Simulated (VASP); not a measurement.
Input of a VASP 6.6.1 run:

Contents of INCAR:

```
PREC = Accurate ; ENCUT = 520
EDIFF = 1E-6 ; ISMEAR = 0
SIGMA = 0.03 ; LREAL = False
LASPH = True ; NELM = 80
ALGO = Normal ; ISIF = 2
LWAVE = False ; LCHARG = True
GGA = PE ; LELF = True
LVHAR = True ; NBANDS = 17
```

KPOINTS

```
Automatic mesh
0
Gamma
  10 10 10
```

File POSCAR:

```
PbSe
1.0
    0.0000000000      3.0621500000      3.0621500000
    3.0621500000      0.0000000000      3.0621500000
    3.0621500000      3.0621500000      0.0000000000
Pb Se
1 1
Direct
    0.0000000000      0.0000000000      0.0000000000
    0.4816305537      0.5183694463      0.5183694463
```

Potentials or basis: VASP PAW PBE potentials, release 64 (Pb_d, Se).

Command:

```sh
$ cat potpaw_PBE.64/Pb_d/POTCAR potpaw_PBE.64/Se/POTCAR > POTCAR
$ mpirun -np 1 vasp_std > vasp.out
```

Predict the largest force.

0.094 eV/Å.

What does it give for the pressure?

2.5 GPa.

Stress tensor (GPa, compression positive):
```
2.87 0.00 0.00
0.00 2.33 0.00
0.00 0.00 2.33
```

Caveat: the cell differs from its parent crystal (all Se atoms moved +0.113 Å, as atom 2 along Cartesian [1 0 0]).
